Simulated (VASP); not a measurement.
Input of a VASP 6.6.1 run:

Contents of INCAR:

```
SYSTEM = Zr
PREC = Accurate ; ENCUT = 520
EDIFF = 1E-6 ; ISMEAR = -1
SIGMA = 0.05 ; LREAL = .FALSE.
LASPH = .TRUE. ; NELM = 150
ALGO = Normal ; ISIF = 2
LWAVE = .FALSE. ; LCHARG = .FALSE.
ISPIN = 2 ; MAGMOM = 1 1 1
LORBIT = 11 ; LMAXMIX = 4
GGA = PE ; NBANDS = 29
```

KPOINTS

```
regular mesh
0
G
  8 8 11
  0 0 0
```

POSCAR

```
Zr
1.0
    5.1732994076      0.0000000000      0.0000000000
   -2.5866497038      4.4802087083      0.0000000000
    0.0000000000      0.0000000000      3.2293704347
Zr
3
Direct
    1.0000000000      0.0000000000      0.0000000000
    0.3333333333      0.6666666667      0.5000000000
    0.6666666667      0.3333333333      0.5000000000
```

Potentials or basis: VASP PAW PBE potentials, release 64 (Zr_sv).

The run is started by

```bash
$ cat potpaw_PBE.64/Zr_sv/POTCAR > POTCAR
$ mpirun -np 1 vasp_std > vasp.out
```

(1) What does it give for the band gap on the k mesh?

(2) What does it give for the net moment?

Results:

(1) zero (filled and empty bands overlap).

(2) 0.00 μB per cell.
